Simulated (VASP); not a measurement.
The system is Mn.

```
Mn
1.0
     0.00000    1.80439    1.80439
     1.80439    0.00000    1.80439
     1.80439    1.80439    0.00000
Mn
1
Direct
  0.00000 0.00000 0.00000
```

This isn't the form of Mn at room conditions, which is a 58-atom cubic cell.

| Property | Result |
| --- | --- |
| Program | VASP 6.6.1 |
| Task | relaxation of cell and atoms |
| Functional | PBE |
| Potentials or basis | VASP PAW PBE potentials, release 64 (Mn_pv) |
| Cutoff | 600 eV |
| k mesh | 15 × 15 × 15 |
| Occupations | fermi-dirac, width 0.1 eV |
| Spin | no spin polarisation |

At the start: pressure -20.3 GPa; volume 11.75 Å³/atom.

How do energy, volume and symmetry change on relaxing?

Over 7 steps the energy falls by 69.0 meV/atom and the volume is 10.75 Å³/atom (-8.5 %); space group Fm-3m (No. 225, to 0.1 Å) before and after.

The path:
```csv
step,energy change (eV),largest force (eV/Å),pressure (GPa),volume (Å³)
1,0.0000,0.0000,-20.29,11.75
2,0.1192,0.0000,50.51,9.40
3,-0.0689,0.0000,-0.91,10.78
4,-0.0690,0.0000,-0.17,10.75
5,-0.0690,0.0000,0.33,10.73
6,-0.0690,0.0000,-0.46,10.76
7,-0.0690,0.0000,0.02,10.75
```

Final structure:
```xyz
1
Lattice="0.0000 1.7515 1.7515 1.7515 0.0000 1.7515 1.7515 1.7515 0.0000" Properties=species:S:1:pos:R:3 pbc="T T T"
Mn    0.0000    0.0000    0.0000
```

Caveat: the run has no spin polarisation, though such a crystal can be magnetic.
